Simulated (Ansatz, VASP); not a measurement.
## One calculation of As, two programs

```
As
1.0
     3.46300    0.00000    0.00000
    -1.73150    2.99905    0.00000
     0.00000    0.00000   28.57424
As
2
Direct
  0.33333 0.66667 0.48952
  0.66667 0.33333 0.51048
```

Alike in both runs: task single point; functional PBE; dispersion D3(BJ); k mesh 9 × 9 × 1; occupations gaussian, width 0.02 eV; no spin polarisation.

|  | VASP | Ansatz |
| --- | --- | --- |
| version | VASP 6.6.1 | Ansatz 0.2.0 |
| potentials or method | VASP PAW PBE potentials, release 64 (As), cutoff 520 eV | scalar-relativistic, plane waves, PAW |
| valence electrons in the cell | 10 | 30 |

VASP gave:

| Item | Value |
| --- | --- |
| gap on the k mesh at the Fermi level (eV) | none |
| rms of the force components (eV/Å) | 4.193 |

Question: What did Ansatz give for the same quantities?

Answer: gap on the k mesh at the Fermi level (eV): none; rms of the force components (eV/Å): 4.133.

Atom by atom the forces differ by 0.059 eV/Å (rms over components). A gap of «none» marks a metal or a gap that the smearing closes. VASP's potentials hold 10 valence electrons a cell and Ansatz's 30, so a difference there can come from the potentials and not from the codes.
